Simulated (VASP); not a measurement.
# Ge in VASP: a series of runs

Ge is run at these levels: PBE-based screened hybrid with 25 % exact exchange, HSE06, r2SCAN0, PBEsol; tasks: relaxation of cell and atoms, single point.

All numbers are computed with VASP 6.6.1; they aren't measurements. Logs are shortened: lines on timing, memory, paths and dates and some standing lists are left out, and cuts for length are marked.

**1. The cell of the first run**

It takes space group Fd-3m (No. 227, cubic). Conventional cell: a = 5.658 Å, b = 5.658 Å, c = 5.658 Å, α = 90.00°, β = 90.00°, γ = 90.00°. Within 3.2 Å of Ge (site symmetry -43m) lie 4 Ge at 2.45 Å.

**2. Relaxation of cell and atoms, PBE-based screened hybrid with 25 % exact exchange**

POSCAR

```
Ge
1.0
    0.0000000000      2.8289100000      2.8289100000
    2.8289100000      0.0000000000      2.8289100000
    2.8289100000      2.8289100000      0.0000000000
Ge
2
Direct
    0.7500000000      0.7500000000      0.7500000000
    0.5000000000      0.5000000000      0.5000000000
```

INCAR.step1

```
SYSTEM = Ge
PREC = Accurate
ENCUT = 600
EDIFF = 1E-5
ISMEAR = -1
SIGMA = 0.05
LREAL = .FALSE.
LASPH = .TRUE.
NELM = 80
ALGO = Normal
LWAVE = .TRUE.
LCHARG = .FALSE.
GGA = PE
NBANDS = 21
```

INCAR.step2

```
SYSTEM = Ge
PREC = Accurate
ENCUT = 600
EDIFF = 1E-6
ISMEAR = -1
SIGMA = 0.05
LREAL = .FALSE.
LASPH = .TRUE.
NELM = 80
ALGO = Normal
ISIF = 3
LWAVE = .FALSE.
LCHARG = .FALSE.
GGA = PE
LHFCALC = .TRUE.
AEXX = 0.25
HFSCREEN = 0.3
PRECFOCK = Normal
IBRION = 2
NSW = 60
EDIFFG = -0.01
ISTART = 1
```

KPOINTS

```
Automatic mesh
0
G
  4 4 4
  0 0 0
```

Potentials or basis: VASP PAW PBE potentials, release 64 (Ge_d).

Run with:

```
$ cat potpaw_PBE.64/Ge_d/POTCAR > POTCAR
$ cp INCAR.step1 INCAR
$ mpirun -np 1 vasp_std > vasp.out
$ cp INCAR.step2 INCAR
$ mpirun -np 1 vasp_std > vasp.out
```

OUTCAR:

```text
SYSTEM = Ge
   PREC = Accurate
   ENCUT = 600
   EDIFF = 1E-6
   ISMEAR = -1
   LREAL = .FALSE.
   LASPH = .TRUE.
   NELM = 80
   ISIF = 3
   GGA = PE
   LHFCALC = .TRUE.
   AEXX = 0.25
   HFSCREEN = 0.3
   PRECFOCK = Normal
   IBRION = 2
   NSW = 60
   EDIFFG = -0.01
   ISTART = 1

 ion  position               nearest neighbor table
   1  0.750  0.750  0.750-   2 2.45   2 2.45   2 2.45   2 2.45
   2  0.500  0.500  0.500-   1 2.45   1 2.45   1 2.45   1 2.45

  LATTYP: Found a face centered cubic cell.
 ALAT       =     5.6578200000

  Lattice vectors:

 A1 = (   0.0000000000,   2.8289100000,   2.8289100000)
 A2 = (   2.8289100000,   0.0000000000,   2.8289100000)
 A3 = (   2.8289100000,   2.8289100000,   0.0000000000)

Analysis of symmetry for initial positions (statically):
=====================================================================
 Subroutine PRICEL returns:
 Original cell was already a primitive cell.

 Routine SETGRP: Setting up the symmetry group for a
 face centered cubic supercell.

 Subroutine GETGRP returns: Found 48 space group operations
 (whereof 24 operations were pure point group operations)
 out of a pool of 48 trial point group operations.

The static configuration has the point symmetry T_d .
 The point group associated with its full space group is O_h .

Analysis of symmetry for dynamics (positions and initial velocities):
=====================================================================
 Subroutine PRICEL returns:
 Original cell was already a primitive cell.

 Routine SETGRP: Setting up the symmetry group for a
 face centered cubic supercell.

 Subroutine GETGRP returns: Found 48 space group operations
 (whereof 24 operations were pure point group operations)
 out of a pool of 48 trial point group operations.

The dynamic configuration has the point symmetry T_d .
 The point group associated with its full space group is O_h .

 Subroutine INISYM returns: Found 48 space group operations
 (whereof 24 operations are pure point group operations),
 and found     1 'primitive' translations

----------------------------------------------------------------------------------------

                                     Primitive cell

  volume of cell :      45.2780

  direct lattice vectors                    reciprocal lattice vectors
     0.000000000  2.828910000  2.828910000    -0.176746521  0.176746521  0.176746521
     2.828910000  0.000000000  2.828910000     0.176746521 -0.176746521  0.176746521
     2.828910000  2.828910000  0.000000000     0.176746521  0.176746521 -0.176746521

  length of vectors
     4.000682889  4.000682889  4.000682889     0.306133954  0.306133954  0.306133954

  position of ions in fractional coordinates (direct lattice)
     0.750000000  0.750000000  0.750000000
     0.500000000  0.500000000  0.500000000

  ion indices of the primitive-cell ions
   primitive index   ion index
                 1           1
                 2           2

----------------------------------------------------------------------------------------

 KPOINTS: Automatic mesh

Automatic generation of k-mesh.
 Grid dimensions read from file:
 generate k-points for:    4    4    4

 Generating k-lattice:

  Cartesian coordinates                     Fractional coordinates (reciprocal lattice)
    -0.044186630  0.044186630  0.044186630     0.250000000  0.000000000  0.000000000
     0.044186630 -0.044186630  0.044186630     0.000000000  0.250000000  0.000000000
     0.044186630  0.044186630 -0.044186630     0.000000000  0.000000000  0.250000000

  Length of vectors
     0.076533488  0.076533488  0.076533488

  Shift w.r.t. Gamma in fractional coordinates (k-lattice)
     0.000000000  0.000000000  0.000000000

 Subroutine IBZKPT returns following result:
 ===========================================

 Found      8 irreducible k-points:

 Following reciprocal coordinates:
            Coordinates               Weight
  0.000000  0.000000  0.000000      1.000000
  0.250000  0.000000  0.000000      8.000000
  0.500000  0.000000  0.000000      4.000000
  0.250000  0.250000  0.000000      6.000000
  0.500000  0.250000  0.000000     24.000000
 -0.250000  0.250000  0.000000     12.000000
  0.500000  0.500000  0.000000      3.000000
 -0.250000  0.500000  0.250000      6.000000
   k-points           NKPTS =      8   k-points in BZ     NKDIM =     64   number of bands    NBANDS=     18
   number of dos      NEDOS =    301   number of ions     NIONS =      2
   total plane-waves  NPLWV =  32768
   dimension x,y,z NGX =    32 NGY =   32 NGZ =   32
   dimension x,y,z NGXF=    64 NGYF=   64 NGZF=   64
   ions per type =               2
   NGX,Y,Z   is equivalent  to a cutoff of  13.30, 13.30, 13.30 a.u.
   NGXF,Y,Z  is equivalent  to a cutoff of  26.59, 26.59, 26.59 a.u.
 SYSTEM =  Ge
   PREC   = accura    normal or accurate (medium, high low for compatibility)
   ISTART =      1    job   : 0-new  1-cont  2-samecut
   ICHARG =      0    charge: 1-file 2-atom 10-const
   ISPIN  =      1    spin polarized calculation?
   LNONCOLLINEAR =      F non collinear calculations
   LSORBIT =      F    spin-orbit coupling
   LASPH  =      T    aspherical Exc in radial PAW
   ENCUT  =  600.0 eV  44.10 Ry    6.64 a.u.   7.99  7.99  7.99*2*pi/ulx,y,z
   NELM   =     80;   NELMIN=  2; NELMDL=  0     # of ELM steps
   EDIFF  = 0.1E-05   stopping-criterion for ELM
   LREAL  =      F    real-space projection
   EDIFFG = -.1E-01   stopping-criterion for IOM
   NSW    =     60    number of steps for IOM
   IBRION =      2    ionic relax: 0-MD 1-quasi-New 2-CG
   NFREE  =      1    steps in history (QN), initial steepest desc. (CG)
   ISIF   =      3    stress and relaxation
   ISYM   =      3    0-nonsym 1-usesym 2-fastsym
   POTIM  = 0.5000    time-step for ionic-motion
   TEBEG  =    0.0;   TEEND  =   0.0 temperature during run
   PSTRESS=    0.0 pullay stress
   NELECT =      28.0000    total number of electrons
   NUPDOWN=      -1.0000    fix difference up-down
   EMIN   =  10.00;   EMAX   =-10.00  energy-range for DOS
   EFERMI =   0.00;   METHOD = LEGACY
   ISMEAR =    -1;   SIGMA  =   0.05  broadening in eV -4-tet -1-fermi 0-gaus
   EFERMI_NEDOS =   21; number of points for ismear=-14 and -15
   IALGO  =     38    algorithm
   IMIX   =      1    mixing-type and parameters
     AMIX     =   0.40;   BMIX     =  1.00
     AMIX_MAG =   1.60;   BMIX_MAG =  1.00
  volume/ion in A,a.u.               =      22.64       152.78
  Fermi-wavevector in a.u.,A,eV,Ry     =   1.394756  2.635708 26.468033  1.945346
  Thomas-Fermi vector in A             =   2.518275
   LORBIT       =      0    0 simple, 1 ext, 2 COOP (PROOUT), +10 PAW based schemes
   GGA     = PE    functional components
   LHFCALC =     T    Hartree Fock is set to
   PRECFOCK=normal    Normal, Fast or Accurate (Low or Medium for compatibility)
   ENCUT4O =  -1.0   cutoff for four orbital integrals eV
   NKREDX  =     1    reduce k-point grid by
   NKREDY  =     1    reduce k-point grid by
   NKREDZ  =     1    reduce k-point grid by
   AEXX    =    0.2500 exact exchange contribution
   HFSCREEN=    0.3000 screening length (either q_TF or 0.3 A-1)
   HFSCREENC=   0.3000 screening length for correlation (either q_TF or 0.3 A-1)
   ENCUTFOCK=  -1.0 apply spherical cutoff to Coloumb kernel
   IVDW    =     0    specifies the selected vdW correction
   LEPSILON=     F    determine dielectric tensor
   LRPA    =     F    only Hartree local field effects (RPA)
 conjugate gradient relaxation of ions
 non-spin polarized calculation
  energy-cutoff  :      600.00
  volume of cell :       45.28
 maximum number of plane-waves:      1540
  NGX = 24; NGY = 24; NGZ = 24

--------------------------------------- Ionic step        1  -------------------------------------------

 number of electron      28.0000013 magnetization

 Free energy of the ion-electron system (eV)
  ---------------------------------------------------
  ext. energy  EPLUGINS =         0.00000000
  ---------------------------------------------------
  free energy    TOTEN  =       -10.11544200 eV

  energy without entropy =      -10.11537391  energy(sigma->0) =      -10.11540796

------------------------ aborting loop because EDIFF is reached ----------------------------------------

  FORCE on cell =-STRESS in cart. coord.  units (eV):
  Direction    XX          YY          ZZ          XY          YZ          ZX
  --------------------------------------------------------------------------------------
  -------------------------------------------------------------------------------------
  Total        0.4507260      0.4507260      0.4507260     -0.0000000      0.0000000     -0.0000000
  in kB       15.9490851     15.9490851     15.9490851     -0.0000000      0.0000000     -0.0000000
  external PRESSURE =      15.9490851 kB  Pullay stress =       0.0000000 kB

 VOLUME and BASIS-vectors are now :
 -----------------------------------------------------------------------------
  energy-cutoff  :      600.00
  volume of cell :       45.28
      direct lattice vectors                 reciprocal lattice vectors
     0.000000000  2.828910000  2.828910000    -0.176746521  0.176746521  0.176746521
     2.828910000  0.000000000  2.828910000     0.176746521 -0.176746521  0.176746521
     2.828910000  2.828910000  0.000000000     0.176746521  0.176746521 -0.176746521
[... 109 lines left out ...]
 POSITION                                       TOTAL-FORCE (eV/Angst)
 -----------------------------------------------------------------------------------
      4.27341      4.27341      4.27341         0.000000      0.000000      0.000000
      2.84894      2.84894      2.84894        -0.000000     -0.000000     -0.000000
 -----------------------------------------------------------------------------------
    total drift:                                0.000000      0.000000      0.000000

  FREE ENERGIE OF THE ION-ELECTRON SYSTEM (eV)
  ---------------------------------------------------
  free  energy   TOTEN  =       -10.1196095527 eV

  energy  without entropy=      -10.1194385201  energy(sigma->0) =      -10.11952404

--------------------------------------- Ionic step        5  -------------------------------------------

 number of electron      28.0000025 magnetization

 Free energy of the ion-electron system (eV)
  ---------------------------------------------------
  ext. energy  EPLUGINS =         0.00000000
  ---------------------------------------------------
  free energy    TOTEN  =       -10.11962424 eV

  energy without entropy =      -10.11946167  energy(sigma->0) =      -10.11954295

 E-fermi :   4.8730     XC(G=0):  -8.2697

 val. band max:        4.5717096558   @ k =   0.0000   0.0000   0.0000
 cond. band min:       5.1569452113   @ k =   0.0000   0.0000   0.0000
 fundamental gap:      0.5852355554
 Fermi energy:         4.8729526935

 k-point     1 :       0.0000    0.0000    0.0000
  band No.  band energies     occupation
      1     -23.2123      2.00000
      2     -23.2123      2.00000
      3     -23.2123      2.00000
      4     -23.1767      2.00000
      5     -23.1767      2.00000
      6     -22.9800      2.00000
[... 10 lines left out ...]
     17       7.6359      0.00000
     18       7.6359      0.00000
[... 167 lines left out ...]
 POSITION                                       TOTAL-FORCE (eV/Angst)
 -----------------------------------------------------------------------------------
      4.27213      4.27213      4.27213         0.000000      0.000000     -0.000000
      2.84809      2.84809      2.84809        -0.000000     -0.000000      0.000000
 -----------------------------------------------------------------------------------
    total drift:                               -0.000000      0.000000     -0.000000

  FREE ENERGIE OF THE ION-ELECTRON SYSTEM (eV)
  ---------------------------------------------------
  free  energy   TOTEN  =       -10.1196242411 eV

  energy  without entropy=      -10.1194616664  energy(sigma->0) =      -10.11954295

 reached required accuracy - stopping structural energy minimisation
```

Wall time 39 min (1 thread of Intel Xeon 6975P-C (Granite Rapids), shared host); peak memory 0.29 GiB.

Results:

```
Free energy                           : -10.1196 eV
Relaxed volume                        : 23.10 Å³/atom
Relaxed cell                          : a = 4.028 Å, b = 4.028 Å, c = 4.028 Å, α = 60.00°, β = 60.00°, γ = 60.00°
Space group after relaxing (to 0.1 Å) : Fd-3m (No. 227)
Energy gained by relaxing             : 2.1 meV/atom
Ionic steps                           : 5
Pressure after relaxing               : 0.1 GPa
Band gap on the k mesh                : 0.59 eV
```

The path:
```csv
step,energy change (eV),largest force (eV/Å),pressure (GPa),volume (Å³)
1,0.0000,0.0000,1.59,45.28
2,-0.0026,0.0000,-0.97,46.77
3,-0.0042,0.0000,0.13,46.18
4,-0.0042,0.0000,-0.19,46.25
5,-0.0042,0.0000,0.07,46.21
```

Final structure:
```cif
data_structure
_symmetry_space_group_name_H-M 'P 1'
_symmetry_Int_Tables_number 1
_cell_length_a 4.0278
_cell_length_b 4.0278
_cell_length_c 4.0278
_cell_angle_alpha 60.000
_cell_angle_beta 60.000
_cell_angle_gamma 60.000
_cell_volume 46.21
loop_
_atom_site_label
_atom_site_type_symbol
_atom_site_fract_x
_atom_site_fract_y
_atom_site_fract_z
_atom_site_occupancy
Ge1 Ge 0.75000 0.75000 0.75000 1
Ge2 Ge 0.50000 0.50000 0.50000 1
```

Levels at points of the mesh, in eV from the valence-band top:
```tsv
k point	band 11	band 12	band 13	band 14	band 15	band 16	band 17	band 18
(0.00, 0.00, 0.00)	-13.73	0.00	0.00	0.00	0.59	3.06	3.06	3.06
(0.50, 0.00, 0.00)	-11.46	-8.06	-1.46	-1.46	0.65	4.29	4.29	7.76
(0.50, 0.50, 0.00)	-9.49	-9.49	-3.22	-3.22	1.18	1.18	10.41	10.41
```

Caveat: the k points lie up to 0.48 Å⁻¹ apart in the final cell; the PAW data sets were made with another functional, which shifts forces and pressure a little. Zero-point motion and thermal expansion aren't in these numbers.

**3. Relaxation of cell and atoms, HSE06**

POSCAR is that of step 2.

INCAR.step1

```
SYSTEM = Ge
PREC = Accurate ; ENCUT = 600
EDIFF = 1E-5 ; ISMEAR = -1
SIGMA = 0.05 ; LREAL = .False.
LASPH = .True. ; NELM = 80
ALGO = Normal ; LWAVE = .True.
LCHARG = .False. ; GGA = PE
NBANDS = 21
```

INCAR.step2

```
SYSTEM = Ge
PREC = Accurate ; ENCUT = 600
EDIFF = 1E-6 ; ISMEAR = -1
SIGMA = 0.05 ; LREAL = .False.
LASPH = .True. ; NELM = 80
ALGO = Normal ; ISIF = 3
LWAVE = .False. ; LCHARG = .False.
GGA = PE ; LHFCALC = .True.
HFSCREEN = 0.2079 ; PRECFOCK = Normal
IBRION = 2 ; NSW = 60
EDIFFG = -0.01 ; ISTART = 1
```

KPOINTS

```
Automatic mesh
0
Gamma
  4 4 4
  0 0 0
```

Potentials or basis: VASP PAW PBE potentials, release 64 (Ge_d).

Run with:

```
$ cat potpaw_PBE.64/Ge_d/POTCAR > POTCAR
$ cp INCAR.step1 INCAR
$ mpirun -np 1 vasp_std > vasp.out
$ cp INCAR.step2 INCAR
$ mpirun -np 1 vasp_std > vasp.out
```

OUTCAR:

```text
SYSTEM = Ge
   PREC = Accurate
   ENCUT = 600
   EDIFF = 1E-6
   ISMEAR = -1
   LREAL = .False.
   LASPH = .True.
   NELM = 80
   ISIF = 3
   GGA = PE
   LHFCALC = .True.
   HFSCREEN = 0.2079
   PRECFOCK = Normal
   IBRION = 2
   NSW = 60
   EDIFFG = -0.01
   ISTART = 1

 ion  position               nearest neighbor table
   1  0.750  0.750  0.750-   2 2.45   2 2.45   2 2.45   2 2.45
   2  0.500  0.500  0.500-   1 2.45   1 2.45   1 2.45   1 2.45

  LATTYP: Found a face centered cubic cell.
 ALAT       =     5.6578200000

  Lattice vectors:

 A1 = (   0.0000000000,   2.8289100000,   2.8289100000)
 A2 = (   2.8289100000,   0.0000000000,   2.8289100000)
 A3 = (   2.8289100000,   2.8289100000,   0.0000000000)

[... 269 lines left out ...]
  free  energy   TOTEN  =       -10.4589753331 eV

  energy  without entropy=      -10.4589458489  energy(sigma->0) =      -10.45896059

[... ionic steps 4 to 7 ...]

--------------------------------------- Ionic step        8  -------------------------------------------

 number of electron      28.0000023 magnetization

------------------------ aborting loop because EDIFF is reached ----------------------------------------
[... 67 lines left out ...]
--------------------------------------- Ionic step       10  -------------------------------------------

 number of electron      28.0000023 magnetization

 Free energy of the ion-electron system (eV)
  ---------------------------------------------------
  ext. energy  EPLUGINS =         0.00000000
  ---------------------------------------------------
  free energy    TOTEN  =       -10.45897281 eV

  energy without entropy =      -10.45894375  energy(sigma->0) =      -10.45895828

 E-fermi :   4.9408     XC(G=0):  -8.1527

 val. band max:        4.5407686212   @ k =   0.0000   0.0000   0.0000
 cond. band min:       5.3560931752   @ k =   0.0000   0.0000   0.0000
 fundamental gap:      0.8153245540
 Fermi energy:         4.9408171735

 k-point     1 :       0.0000    0.0000    0.0000
  band No.  band energies     occupation
      1     -23.3574      2.00000
      2     -23.3574      2.00000
      3     -23.3574      2.00000
      4     -23.3216      2.00000
      5     -23.3216      2.00000
      6     -23.1215      2.00000
[... 186 lines left out ...]
  FREE ENERGIE OF THE ION-ELECTRON SYSTEM (eV)
  ---------------------------------------------------
  free  energy   TOTEN  =       -10.4589728137 eV

  energy  without entropy=      -10.4589437511  energy(sigma->0) =      -10.45895828

 reached required accuracy - stopping structural energy minimisation
```

OSZICAR.step1:

```text
N       E                     dE             d eps       ncg     rms          rms(c)
DAV:   1     0.206155424862E+03    0.20616E+03   -0.15958E+04   364   0.391E+03
DAV:   2     0.217657146551E+02   -0.18439E+03   -0.17960E+03   336   0.666E+02
DAV:   3    -0.775954964520E+01   -0.29525E+02   -0.29239E+02   386   0.151E+02
DAV:   4    -0.883367329480E+01   -0.10741E+01   -0.10730E+01   381   0.338E+01
DAV:   5    -0.885144067999E+01   -0.17767E-01   -0.17766E-01   381   0.486E+00    0.332E+00
DAV:   6    -0.878302620042E+01    0.68414E-01   -0.24767E-02   381   0.143E+00    0.197E+00
DAV:   7    -0.874946728277E+01    0.33559E-01   -0.57919E-02   383   0.204E+00    0.158E-01
DAV:   8    -0.875169688715E+01   -0.22296E-02   -0.59296E-03   361   0.855E-01    0.506E-02
DAV:   9    -0.875202665121E+01   -0.32976E-03   -0.37842E-04   361   0.171E-01    0.148E-02
DAV:  10    -0.875203592341E+01   -0.92722E-05   -0.24678E-05   330   0.649E-02
   1 F= -.87520359E+01 E0= -.87493636E+01  d E =-.534462E-02
```

Wall time 52 min (1 thread of Intel Xeon 6975P-C (Granite Rapids), shared host); peak memory 0.29 GiB.

Results:

```
Free energy                           : -10.4590 eV
Relaxed volume                        : 22.97 Å³/atom
Relaxed cell                          : a = 4.020 Å, b = 4.020 Å, c = 4.020 Å, α = 60.00°, β = 60.00°, γ = 60.00°
Space group after relaxing (to 0.1 Å) : Fd-3m (No. 227)
Energy gained by relaxing             : 1.2 meV/atom
Ionic steps                           : 10
Pressure after relaxing               : 0.0 GPa
Band gap on the k mesh                : 0.82 eV
```

Step by step:
```csv
step,energy change (eV),largest force (eV/Å),pressure (GPa),volume (Å³)
1,0.0000,0.0000,1.25,45.28
2,-0.0013,0.0000,-0.84,46.44
3,-0.0024,0.0000,0.11,45.95
4,-0.0024,0.0000,-0.16,46.01
5,-0.0024,0.0000,0.11,45.98
6,-0.0024,0.0000,-0.15,45.99
7,-0.0024,0.0000,0.29,45.86
8,-0.0024,0.0000,-0.09,45.94
9,-0.0024,0.0000,0.19,45.92
10,-0.0024,0.0000,-0.03,45.94
```

Final structure:
```
Ge
1.0
     0.00000    2.84257    2.84257
     2.84257    0.00000    2.84257
     2.84257    2.84257    0.00000
Ge
2
Cartesian
  4.2639 4.2639 4.2639
  2.8426 2.8426 2.8426
```

Caveat: the k points lie up to 0.48 Å⁻¹ apart in the final cell; the PAW data sets were made with another functional, which shifts forces and pressure a little. A k mesh can miss the band edges.

(Continued in part 2 of 2.)

The gap in the log of VASP goes by the Fermi energy; the results here count the filled bands.